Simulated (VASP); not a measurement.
Wanted: the native input for a VASP 6.6.1 run.

* Task: single point
* Functional: PBEsol
* Potentials or basis: VASP PAW PBE potentials, release 64 (Te)
* Cutoff: 520 eV
* k mesh: 15 × 15 × 15
* Occupations: gaussian, width 0.1 eV
* Spin: no spin polarisation
* Dipole correction: no
* Further INCAR settings: ALGO = Normal; EDIFF = 1e-06; NBANDS = 9

The structure of Te lies in POSCAR:

```
Te
1.0
    2.3649585529      1.3654094572      1.6328018060
   -2.3649585529      1.3654094572      1.6328018060
    0.0000000000     -2.7308189142      1.6328018060
Te
1
Direct
    0.5000000000      0.5000000000      0.5000000000
```

This cell differs from its parent crystal: strained.

These files were run (other wordings do the same):

INCAR

```
PREC     = Accurate       # precision mode
ENCUT    = 520            # plane-wave cutoff, eV
EDIFF    = 1E-6           # SCF threshold, eV
ISMEAR   = 0              # smearing method
SIGMA    = 0.1            # smearing width, eV
LREAL    = False          # projectors in reciprocal space
LASPH    = True           # aspherical terms in the spheres
NELM     = 80             # most SCF steps
ALGO     = Normal         # electronic algorithm
ISIF     = 2              # what is computed and relaxed
LWAVE    = False          # write WAVECAR
LCHARG   = True           # write CHGCAR
GGA      = PS             # functional
LELF     = True           # ELF
LVHAR    = True         
NBANDS   = 9              # bands
```

KPOINTS

```
regular mesh
0
Gamma
  15 15 15
```

Potentials or basis: VASP PAW PBE potentials, release 64 (Te).

Command:

```sh
$ cat potpaw_PBE.64/Te/POTCAR > POTCAR
$ mpirun -np 1 vasp_std > vasp.out
```

Results of the run:

```yaml
Pressure: -1.8 GPa
Band_gap_on_the_k_mesh: zero (bands 3 and 4 overlap by 4.60 eV)
```

Caveat: the cell differs from its parent crystal (strained); the PAW data sets were made with another functional, which shifts forces and pressure a little; spin-orbit coupling is left out, which moves the levels of the heavy elements.

It took 31 s on 1 thread of Intel Xeon 8259CL, with other jobs on the host, peak memory 0.21 GiB.
